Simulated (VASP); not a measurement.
Runs of VASP 6.6.1 on AlN. The structure is that of space group P6_3mc (No. 186), or close to it. The cells are those of the table. 

```csv
cell,gap on the mesh (eV),pressure (GPa),largest force (eV/Å)
"a = 3.381, b = 3.381, c = 5.219 Å, angles 90.0, 90.0, 120.0°, 4 atoms",2.40,-25.5,0.04
"a = 3.255, b = 3.255, c = 5.219 Å, angles 90.0, 90.0, 120.0°, 4 atoms",3.05,-18.3,0.04
"a = 3.255, b = 3.255, c = 4.817 Å, angles 90.0, 90.0, 120.0°, 4 atoms",3.52,-6.1,1.00
"a = 3.255, b = 3.255, c = 4.617 Å, angles 90.0, 90.0, 120.0°, 4 atoms",3.77,(b),2.22
"a = 3.130, b = 3.130, c = 5.419 Å, angles 90.0, 90.0, 120.0°, 4 atoms",3.30,-11.3,0.30
"a = 3.130, b = 3.130, c = 5.219 Å, angles 90.0, 90.0, 120.0°, 4 atoms",3.77,-6.7,0.28
"a = 3.381, b = 3.381, c = 4.817 Å, angles 90.0, 90.0, 120.0°, 4 atoms",(a),-15.6,1.17
"a = 3.381, b = 3.381, c = 5.018 Å, angles 90.0, 90.0, 120.0°, 4 atoms",(d),(c),0.42
```

Alike in all rows: task single point; level PBE; potentials or basis VASP PAW PBE potentials, release 64 (Al, N); no spin polarisation; k mesh 12 × 12 × 6; cutoff (eV) 520; smearing gaussian 0.05 eV.

Problem. Fill in the values left out.

Solution. (a) 2.87; (b) 3.7; (c) -21.5; (d) 2.63.

Caveats: the cell stands under tension (at least some runs); forces of over 1 eV/Å act on the atoms, so gaps and moduli don't describe the material at rest (at least some runs); the cell stands under pressure (at least some runs).

A k mesh can miss the band edges.
